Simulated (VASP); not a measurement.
Runs of VASP 6.6.1 on TiAl. The structure is that of space group Pm-3m (No. 221), or close to it. The cells are those of the table. 

```csv
cell,gap on the mesh (eV),pressure (GPa)
"a = 3.164 Å, 2 atoms",none,-0.4
"a = 3.207 Å, 2 atoms",none,(b)
"a = 3.158 Å, 2 atoms",none,(a)
"a = 3.046 Å, 2 atoms",none,16.0
"a = 3.215 Å, 2 atoms",none,-5.4
```

Alike in all rows: task single point; level PBEsol; potentials or basis VASP PAW PBE potentials, release 64 (Ti_sv, Al); no spin polarisation; k mesh 7 × 7 × 7; cutoff (eV) 500; smearing fermi-dirac 0.15 eV.

Task: Estimate the missing entries.

Result: (a) 0.3; (b) -4.7.

Caveats: the PAW data sets were made with another functional, which shifts forces and pressure a little.

A gap of «none» marks levels without a gap at the run's occupations.
